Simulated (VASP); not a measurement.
# Ta: single point with PBEsol

Crystal: Ta.

```
Ta
1.0
    -1.65128    1.65128    1.61000
     1.65128   -1.65128    1.61000
     1.65128    1.65128   -1.61000
Ta
1
Direct
  0.00000 0.00000 0.00000
```

This cell differs from its parent crystal: strain +0.000 along x and y, -0.025 along z.

* Program: VASP 6.6.1
* Task: single point
* Functional: PBEsol
* Potentials or basis: VASP PAW PBE potentials, release 64 (Ta_pv)
* Cutoff: 520 eV
* k mesh: 20 × 20 × 20
* Occupations: gaussian, width 0.15 eV
* Spin: no spin polarisation

```
Pressure : 1.7 GPa
```

Stress tensor (GPa, compression positive):
```
0.57 0.00 0.00
0.00 0.57 0.00
0.00 0.00 3.83
```

Levels at points of the mesh, in eV from the Fermi level:
| k point | band 3 | band 4 | band 5 | band 6 | band 7 | band 8 | band 9 | band 10 |
| --- | --- | --- | --- | --- | --- | --- | --- | --- |
| (0.00, 0.00, 0.00) | -32.91 | -8.01 | 0.51 | 0.85 | 0.85 | 3.85 | 4.32 | 14.76 |
| (0.50, 0.00, 0.00) | -32.93 | -4.49 | -1.73 | 1.81 | 4.08 | 5.18 | 8.09 | 12.06 |
| (0.50, 0.50, 0.00) | -32.91 | -4.50 | -1.39 | 1.62 | 3.69 | 4.89 | 8.02 | 12.02 |
| (0.50, 0.50, 0.50) | -33.76 | -3.99 | -3.92 | 7.03 | 7.03 | 7.14 | 8.69 | 8.69 |

Run time: 37 s on 1 thread of Intel(R) Xeon(R) 6975P-C (Granite Rapids), on a shared host, peak memory 0.25 GiB.

Caveat: the cell differs from its parent crystal (strain +0.000 along x and y, -0.025 along z); the PAW data sets were made with another functional, which shifts forces and pressure a little; spin-orbit coupling is left out, which moves the levels of the heavy elements.
